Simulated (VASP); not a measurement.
A run of VASP 6.6.1:

Contents of POSCAR:

```
LaP
1.0
    0.0000000000      3.0100000000      3.0100000000
    3.0100000000      0.0000000000      3.0100000000
    3.0100000000      3.0100000000      0.0000000000
La P
1 1
Direct
    0.0000000000      0.0000000000      0.0000000000
    0.5000000000      0.5000000000      0.5000000000
```

Contents of INCAR.step1:

```
SYSTEM = LaP
PREC     = Accurate       ! precision mode
ENCUT    = 600            ! plane-wave cutoff, eV
ISMEAR   = -1             ! smearing method
SIGMA    = 0.05           ! smearing width, eV
LREAL    = .False.        ! projectors in reciprocal space
LASPH    = .True.         ! aspherical terms in the spheres
NELM     = 100            ! most SCF steps
GGA      = PE             ! functional
ALGO     = Normal         ! electronic algorithm
EDIFF    = 1E-4           ! SCF threshold, eV
LWAVE    = .True.         ! write WAVECAR
LCHARG   = .False.        ! write CHGCAR
```

INCAR.step2

```
SYSTEM = LaP
PREC     = Accurate       ! precision mode
ENCUT    = 600            ! plane-wave cutoff, eV
EDIFF    = 1E-6           ! SCF threshold, eV
ISMEAR   = -1             ! smearing method
SIGMA    = 0.05           ! smearing width, eV
LREAL    = .False.        ! projectors in reciprocal space
LASPH    = .True.         ! aspherical terms in the spheres
NELM     = 100            ! most SCF steps
ALGO     = Normal         ! electronic algorithm
ISIF     = 3              ! what is computed and relaxed
LWAVE    = .False.        ! write WAVECAR
LCHARG   = .False.        ! write CHGCAR
METAGGA  = R2SCAN         ! meta-GGA
LMIXTAU  = .True.       
IBRION   = 2              ! ionic algorithm
NSW      = 80             ! ionic steps
EDIFFG   = -0.03          ! ionic threshold
PSTRESS  = 200.0        
ISTART   = 1
```

KPOINTS

```
regular mesh
0
Gamma
  6 6 6
  0 0 0
```

Potentials or basis: VASP PAW PBE potentials, release 64 (La, P).

Run with:

```console
$ cat potpaw_PBE.64/La/POTCAR potpaw_PBE.64/P/POTCAR > POTCAR
$ cp INCAR.step1 INCAR
$ mpirun -np 1 vasp_std > vasp.out
$ cp INCAR.step2 INCAR
$ mpirun -np 1 vasp_std > vasp.out
```

Hardware: 1 thread of Intel Xeon 8259CL, on a shared host.

**Question.** How long does it take, and how much memory?

**Answer.** It took 24 min on 1 thread of Intel Xeon 8259CL, with other jobs on the host, peak memory 0.22 GiB. Counts: k points 16, ion steps 5.
